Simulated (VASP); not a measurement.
Write the native input for VASP 6.6.1 that does the following.

```yaml
Task: single point
Functional: PBEsol
Potentials_or_basis: VASP PAW PBE potentials, release 64 (Pb_d, S)
Cutoff: 520 eV
k_mesh: 8 × 8 × 6
Occupations: gaussian, width 0.05 eV
Spin: no spin polarisation
Dipole_correction: no
Further_INCAR_settings: ALGO = Normal; EDIFF = 1e-06; NBANDS = 28
```

The structure of PbS lies in POSCAR:

```
PbS
1.0
    2.0799526950     -5.9912968650      0.0129997043
    2.0799526950      5.9912968650      0.0129997043
    0.0267457559      0.0000000000      4.2793209400
Pb S
2 2
Direct
    0.8694366500      0.1305633500      0.7500000000
    0.1305633500      0.8694366500      0.2500000000
    0.6452029100      0.3547970900      0.7500000000
    0.3547970900      0.6452029100      0.2500000000
```

This cell differs from its parent crystal: strain +0.0125 x Voigt [0, 0, 0, 0, 1, 0].

The input as run:

INCAR

```
SYSTEM = PbS
  PREC = Accurate
  ENCUT = 520
  EDIFF = 1E-6
  ISMEAR = 0
  SIGMA = 0.05
  LREAL = .False.
  LASPH = .True.
  NELM = 100
  ALGO = Normal
  ISIF = 2
  LWAVE = .False.
  LCHARG = .False.
  GGA = PS
  NBANDS = 28
```

KPOINTS

```
Automatic mesh
0
Gamma
  8 8 6
  0 0 0
```

Potentials or basis: VASP PAW PBE potentials, release 64 (Pb_d, S).

Run with:

```bash
$ cat potpaw_PBE.64/Pb_d/POTCAR potpaw_PBE.64/S/POTCAR > POTCAR
$ mpirun -np 1 vasp_std > vasp.out
```

Results of the run:

```
Pressure               : -1.9 GPa
Largest force          : 0.036 eV/Å
Band gap on the k mesh : 1.13 eV (least direct gap 1.33 eV)
```

Caveat: the cell differs from its parent crystal (strain +0.0125 x Voigt [0, 0, 0, 0, 1, 0]); the PAW data sets were made with another functional, which shifts forces and pressure a little; spin-orbit coupling is left out, which moves the levels of the heavy elements.

It took 2.9 min on 1 thread of Intel(R) Xeon(R) 6975P-C (Granite Rapids), on a shared host, peak memory 0.43 GiB.
